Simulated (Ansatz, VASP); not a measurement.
One calculation of RbBr, two programs

```
Rb Br
1.0
     3.91977    0.00000    0.00000
     0.00000    3.91977    0.00000
     0.00000    0.00000    3.91977
Rb Br
1 1
Direct
  0.00000 0.00000 0.00000
  0.50000 0.50000 0.50000
```

Change from the starting cell: strain -0.050 along x and y, -0.050 along z, atoms carried along.

Alike in both runs: task single point; functional PBEsol; k mesh 6 × 6 × 6; occupations gaussian, width 0.05 eV; no spin polarisation.

|  | VASP | Ansatz |
| --- | --- | --- |
| version | VASP 6.6.1 | Ansatz 0.2.0 |
| potentials or method | VASP PAW PBE potentials, release 64 (Rb_sv, Br), cutoff 520 eV | scalar-relativistic, plane waves, PAW |
| valence electrons in the cell | 16 | 16 |

VASP gave:

```
gap on the k mesh at the Fermi level (eV) : 4.48
least direct gap on the mesh (eV)         : 4.63
pressure (GPa)                            : 2.7
```

**Question.** Which values does Ansatz return?

**Answer.** gap on the k mesh at the Fermi level (eV): 4.48; least direct gap on the mesh (eV): 4.63; pressure (GPa): 2.6.

VASP's potentials were made for PBE, not for PBEsol. With one functional, cell and mesh, what is left measures potentials, basis and numerics.
